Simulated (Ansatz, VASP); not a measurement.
Mo: VASP beside Ansatz

The input INCAR:

```
SYSTEM = Mo
ALGO = Fast
EDIFF = 1E-7
ENCUT = 520
GGA = PE
ISIF = 2
ISMEAR = 0
LASPH = .TRUE.
LCHARG = .TRUE.
LELF = .TRUE.
LREAL = .FALSE.
LVHAR = .TRUE.
LWAVE = .FALSE.
NBANDS = 13
NELM = 60
PREC = Accurate
SIGMA = 0.15
```

KPOINTS

```
k-points
0
G
  20 20 20
  0 0 0
```

POSCAR

```
Mo
1.0
   -0.2201130824      2.0010280217      1.7008738184
    1.7809149393      0.0000000000      1.4807607361
    2.0010280217      2.0010280217     -0.2201130824
Mo
1
Direct
    0.0000000000      0.0000000000      0.0000000000
```

Input for Ansatz:

```yaml
crystal:
  lattice:
    - [-0.2201130824, 2.0010280217, 1.7008738184]
    - [1.7809149393, 0.0, 1.4807607361]
    - [2.0010280217, 2.0010280217, -0.2201130824]
  atoms:
    - { symbol: Mo, position: [0.0, 0.0, 0.0] }
basis:
  ecutwfc: 420
kpoints:
  mp_grid: { grid: [20, 20, 20] }
hamiltonian:
  xc: pbe
scf:
  occupations: { method: gaussian, width: 0.15 }
output:
  forces: true
  stress: true
  eigenvalues: true
```

Change from the starting cell: engineering shear strain xz -0.2200, normal strain along z -0.1500.

Alike in both runs: task single point; functional PBE; k mesh 20 × 20 × 20; occupations gaussian, width 0.15 eV; no spin polarisation.

```csv
,VASP,Ansatz
version,VASP 6.6.1,Ansatz 0.2.0
potentials or method,"VASP PAW PBE potentials, release 64 (Mo_sv), cutoff 520 eV","scalar-relativistic, plane waves, PAW"
valence electrons in the cell,14,14
```

Ansatz gave:

```
gap on the k mesh at the Fermi level (eV)                     : none
pressure (GPa)                                                : 71.2
traceless stress, the component that is largest in VASP (GPa) : 41.83
```

Problem. Estimate VASP's values.

Solution. gap on the k mesh at the Fermi level (eV): none; pressure (GPa): 72.7; traceless stress, the component that is largest in VASP (GPa): 42.72.

A gap of «none» marks a metal or a gap that the smearing closes. Both programs put the cell under a high pressure, so it lies far from rest at this level.

Noted on VASP's run: the cell as given lies far from equilibrium.
